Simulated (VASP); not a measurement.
Input of a VASP 6.6.1 run:

File INCAR:

```
SYSTEM = Si
PREC     = Accurate       ! precision mode
ENCUT    = 520            ! plane-wave cutoff, eV
EDIFF    = 1E-6           ! SCF threshold, eV
ISMEAR   = -1             ! smearing method
SIGMA    = 0.1            ! smearing width, eV
LREAL    = .False.        ! projectors in reciprocal space
LASPH    = .True.         ! aspherical terms in the spheres
NELM     = 80             ! most SCF steps
ALGO     = Normal         ! electronic algorithm
ISIF     = 2              ! what is computed and relaxed
LWAVE    = .False.        ! write WAVECAR
LCHARG   = .False.        ! write CHGCAR
GGA      = RE             ! functional
NBANDS   = 8              ! bands
```

KPOINTS

```
regular mesh
0
Gamma
  16 16 16
  0 0 0
```

File POSCAR:

```
Si
1.0
   -1.5850930380      1.5850930380      1.5850930380
    1.5850930380     -1.5850930380      1.5850930380
    1.5850930380      1.5850930380     -1.5850930380
Si
1
Direct
    0.0000000000      0.0000000000      0.0000000000
```

Potentials or basis: VASP PAW PBE potentials, release 64 (Si).

Launch:

```sh
$ cat potpaw_PBE.64/Si/POTCAR > POTCAR
$ mpirun -np 1 vasp_std > vasp.out
```

Problem. Predict the band gap on the k mesh.

Solution. Zero (band 2 reaches 19.28 eV, above the bottom of band 3 at 5.24 eV).

Problem. Estimate the pressure.

Solution. -6.1 GPa.

Caveat: the PAW data sets were made with another functional, which shifts forces and pressure a little.
